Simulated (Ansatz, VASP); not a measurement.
# Cd: VASP beside Ansatz

File INCAR:

```
SYSTEM = Cd
  PREC = Accurate
  ENCUT = 630
  EDIFF = 1E-6
  ISMEAR = 0
  SIGMA = 0.15
  LREAL = .False.
  LASPH = .True.
  NELM = 120
  ALGO = Normal
  ISIF = 2
  LWAVE = .False.
  LCHARG = .False.
  GGA = PE
  NBANDS = 27
  GGA_COMPAT = .False.
```

The input KPOINTS:

```
regular mesh
0
Gamma
  18 18 8
  0 0 0
```

Contents of POSCAR:

```
Cd
1.0
    2.9192950579      0.0000000000      0.0000000000
   -1.4596475289      2.5281836813      0.0000000000
    0.0000000000      0.0000000000      5.6176500000
Cd
2
Direct
    0.3333333333      0.6666666667      0.2500000000
    0.6666666667      0.3333333333      0.7500000000
```

Input for Ansatz:

```yaml
crystal:
  lattice:
    - [2.9192950579, 0.0, 0.0]
    - [-1.4596475289, 2.5281836813, 0.0]
    - [0.0, 0.0, 5.61765]
  atoms:
    - { symbol: Cd, position: [0.3333333333, 0.6666666667, 0.25] }
    - { symbol: Cd, position: [0.6666666667, 0.3333333333, 0.75] }
basis:
  ecutwfc: 420
kpoints:
  mp_grid: { grid: [18, 18, 8] }
hamiltonian:
  xc: pbe
scf:
  occupations: { method: gaussian, width: 0.15 }
output:
  forces: true
  stress: true
  eigenvalues: true
  write_density: true
  write_potential: true
  elf: true
  volumetric_format: npy
```

Change from the starting cell: strain -0.0200 x Voigt [1, 1, 0, 0, 0, 0], atoms carried along.

Alike in both runs: task single point; functional PBE; k mesh 18 × 18 × 8; occupations gaussian, width 0.15 eV; no spin polarisation.

|  | VASP | Ansatz |
| --- | --- | --- |
| version | VASP 6.6.1 | Ansatz 0.2.0 |
| potentials or method | VASP PAW PBE potentials, release 64 (Cd_sv_GW), cutoff 630 eV | scalar-relativistic, plane waves, PAW |
| valence electrons in the cell | 40 | 40 |

VASP gave:

```
gap on the k mesh at the Fermi level (eV)                     : none
pressure (GPa)                                                : 5.8
traceless stress, the component that is largest in VASP (GPa) : -1.71
```

Q: Estimate Ansatz's values.

A: gap on the k mesh at the Fermi level (eV): none; pressure (GPa): 6.1; traceless stress, the component that is largest in VASP (GPa): -1.71.

A gap of «none» marks a metal or a gap that the smearing closes. With one functional, cell and mesh, what is left measures potentials, basis and numerics.
